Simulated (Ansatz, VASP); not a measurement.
Yb in VASP and in Ansatz

```
Yb
1.0
     0.00000    2.66249    2.66249
     2.66249    0.00000    2.66249
     2.66249    2.66249    0.00000
Yb
1
Direct
  0.00000 0.00000 0.00000
```

Change from the starting cell: volume scaled by 1.06.

Alike in both runs: task single point; functional PBE; k mesh 13 × 13 × 13; occupations fermi-dirac, width 0.05 eV; no spin polarisation.

|  | VASP | Ansatz |
| --- | --- | --- |
| version | VASP 6.6.1 | Ansatz 0.2.0 |
| potentials or method | VASP PAW PBE potentials, release 64 (Yb), cutoff 520 eV | all-electron LAPW, scalar-relativistic |

Ansatz gave:

| Item | Value |
| --- | --- |
| pressure (GPa) | -1.0 |

Task: Estimate VASP's values.

Result: Pressure (GPa): -1.5.

Ansatz ran all-electron here, and VASP with PAW potentials.

Neither program's run includes spin-orbit coupling.
